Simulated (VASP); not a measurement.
SnO: single point with PBEsol

Crystal: SnO.

```
Sn O
1.0
     3.94457    0.00000    0.00000
     0.00000    3.65943    0.00000
     0.00000    0.00000    4.83600
Sn O
2 2
Direct
  0.00000 0.50000 0.23850
  0.50000 0.00000 0.76150
  0.00000 0.00000 0.00000
  0.50000 0.50000 0.00000
```

This cell differs from its parent crystal: strain +0.0375 x Voigt [1, -1, 0, 0, 0, 0].

```
Program             : VASP 6.6.1
Task                : single point
Functional          : PBEsol
Potentials or basis : VASP PAW PBE potentials, release 64 (Sn_d, O)
Cutoff              : 520 eV
k mesh              : 12 × 12 × 10
Occupations         : gaussian, width 0.15 eV
Spin                : no spin polarisation
```

```yaml
Pressure: 0.8 GPa
Largest_force: 0.520 eV/Å
Band_gap_on_the_k_mesh: zero (bands 20 and 21 overlap by 0.03 eV)
```

Forces on the atoms (eV/Å):
```
Sn   0.000  0.000  0.273
Sn   0.000  0.000 -0.273
O    0.000  0.000 -0.520
O    0.000  0.000  0.520
```

Stress tensor (GPa, compression positive):
```
-1.73  0.00  0.00
 0.00  3.64  0.00
 0.00  0.00  0.54
```

Levels at points of the mesh, in eV from the Fermi level:
| k point | band 16 | band 17 | band 18 | band 19 | band 20 | band 21 | band 22 | band 23 | band 24 | band 25 |
| --- | --- | --- | --- | --- | --- | --- | --- | --- | --- | --- |
| (0.00, 0.00, 0.00) | -6.28 | -3.66 | -3.54 | -3.11 | -0.12 | 1.97 | 3.95 | 4.16 | 4.90 | 5.19 |
| (0.50, 0.00, 0.00) | -5.21 | -5.02 | -5.02 | -2.93 | -2.93 | 2.97 | 2.97 | 5.59 | 5.59 | 6.31 |
| (0.00, 0.50, 0.00) | -5.22 | -5.02 | -5.02 | -2.78 | -2.78 | 3.08 | 3.08 | 5.30 | 5.30 | 6.13 |
| (0.50, 0.50, 0.00) | -5.34 | -2.70 | -2.70 | -1.99 | -1.99 | -0.11 | -0.11 | 4.26 | 4.26 | 7.04 |
| (0.00, 0.00, 0.50) | -3.90 | -3.56 | -3.12 | -3.09 | -2.38 | 1.54 | 2.09 | 3.49 | 3.53 | 7.55 |
| (0.50, 0.00, 0.50) | -5.59 | -4.99 | -4.99 | -1.85 | -1.85 | 2.24 | 2.24 | 5.81 | 5.81 | 6.27 |
| (0.00, 0.50, 0.50) | -5.74 | -4.98 | -4.98 | -1.91 | -1.91 | 2.60 | 2.60 | 4.81 | 4.81 | 6.75 |
| (0.50, 0.50, 0.50) | -5.80 | -2.84 | -2.84 | -2.66 | -2.66 | 2.18 | 2.18 | 3.84 | 3.84 | 5.48 |

Wall time 14 min on 1 thread of Oxide Virtual Turin-like Processor (shared host), peak memory 0.49 GiB.

Caveat: the cell differs from its parent crystal (strain +0.0375 x Voigt [1, -1, 0, 0, 0, 0]); the stress differs along the axes, from -2 to 4 GPa; semilocal functionals underestimate gaps, and a narrow one can read as zero; the PAW data sets were made with another functional, which shifts forces and pressure a little; spin-orbit coupling is left out, which moves the levels of the heavy elements.
